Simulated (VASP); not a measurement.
Write the native input for VASP 6.6.1 that does the following.

- Task: relaxation of cell and atoms
- Functional: PBE
- Potentials or basis: VASP PAW PBE potentials, release 64 (Ca_sv, Ta_pv)
- Cutoff: 600 eV
- k mesh: 6 × 6 × 2
- Occupations: gaussian, width 0.1 eV
- Spin: no spin polarisation
- Dipole correction: no
- Further INCAR settings: ALGO = Normal; EDIFF = 1e-06; IBRION = 2; EDIFFG = -0.04; NSW = 90; ISIF = 3

The structure of CaTa2 lies in POSCAR:

```
CaTa2
1.0
    3.2503928193      0.0000000000      0.0000000000
   -1.6251964097      2.8149227538      0.0000000000
    0.0000000000      0.0000000000     12.6426951804
Ca Ta
2 4
Direct
    0.3333333333      0.6666666667      0.2500000000
    0.6666666667      0.3333333333      0.7500000000
    0.3333333333      0.6666666667      0.6275000000
    0.6666666667      0.3333333333      0.1275000000
    0.3333333333      0.6666666667      0.8725000000
    0.6666666667      0.3333333333      0.3725000000
```

One way to write it, as run:

INCAR

```
SYSTEM = CaTa2
  PREC = Accurate
  ENCUT = 600
  EDIFF = 1E-6
  ISMEAR = 0
  SIGMA = 0.1
  LREAL = .FALSE.
  LASPH = .TRUE.
  NELM = 100
  ALGO = Normal
  ISIF = 3
  LWAVE = .FALSE.
  LCHARG = .FALSE.
  GGA = PE
  IBRION = 2
  NSW = 90
  EDIFFG = -0.04
```

KPOINTS

```
Automatic mesh
0
G
  6 6 2
  0 0 0
```

Potentials or basis: VASP PAW PBE potentials, release 64 (Ca_sv, Ta_pv).

Launch:

```sh
$ cat potpaw_PBE.64/Ca_sv/POTCAR potpaw_PBE.64/Ta_pv/POTCAR > POTCAR
$ mpirun -np 1 vasp_std > vasp.out
```

It gave:

- Relaxed volume: 21.45 Å³/atom
- Relaxed cell: a = 3.015 Å, b = 3.015 Å, c = 16.339 Å, α = 90.00°, β = 90.00°, γ = 120.00°
- Space group after relaxing (to 0.1 Å): P6_3/mmc (No. 194)
- Energy gained by relaxing: 2597.8 meV/atom
- Ionic steps: 16
- Pressure after relaxing: 0.1 GPa
- Band gap on the k mesh: zero (bands 32 and 33 overlap by 1.00 eV)

Caveat: the k points lie up to 0.40 Å⁻¹ apart in the final cell, too coarse for converged energies and pressures of a metal; a cell axis changed by over 15 % at a fixed basis, so the end point is rough; spin-orbit coupling is left out, which moves the levels of the heavy elements.

Run time: 27 min on 1 thread of Intel(R) Xeon(R) Platinum 8259CL CPU @ 2.50GHz (Skylake/Cascade Lake), with other jobs on the host, peak memory 0.33 GiB.
